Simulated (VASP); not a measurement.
The system is Rh.

```
Rh
1.0
     0.00000    1.89785    1.89785
     1.89785    0.00000    1.89785
     1.89785    1.89785    0.00000
Rh
1
Direct
  0.00000 0.00000 0.00000
```

```yaml
Program: VASP 6.6.1
Task: relaxation of cell and atoms
Functional: RPBE
Dispersion: D3(BJ)
Potentials_or_basis: VASP PAW PBE potentials, release 64 (Rh_pv)
Cutoff: 600 eV
k_mesh: 12 × 12 × 12
Occupations: fermi-dirac, width 0.05 eV
Spin: no spin polarisation
```

At the start: pressure -30.3 GPa; volume 13.67 Å³/atom.

Task: How do energy, volume and symmetry change on relaxing?

Result: Over 5 steps the energy falls by 131.9 meV/atom and the volume is 12.40 Å³/atom (-9.3 %); space group Fm-3m (No. 225, to 0.05 Å).

The path:
| step | energy change (eV) | largest force (eV/Å) | pressure (GPa) | volume (Å³) |
| --- | --- | --- | --- | --- |
| 1 | 0.0000 | 0.0000 | -30.30 | 13.67 |
| 2 | 1.7083 | 0.0000 | 241.95 | 9.17 |
| 3 | -0.1298 | 0.0000 | -4.53 | 12.55 |
| 4 | -0.1317 | 0.0000 | -1.70 | 12.46 |
| 5 | -0.1319 | 0.0000 | 0.02 | 12.40 |

Final structure:
```
Rh
1.0
     0.00000    1.83727    1.83727
     1.83727    0.00000    1.83727
     1.83727    1.83727    0.00000
Rh
1
Direct
  0.00000 0.00000 0.00000
```

Caveat: the PAW data sets were made with another functional, which shifts forces and pressure a little; pairwise dispersion overbinds metals, which lowers pressure and volume.
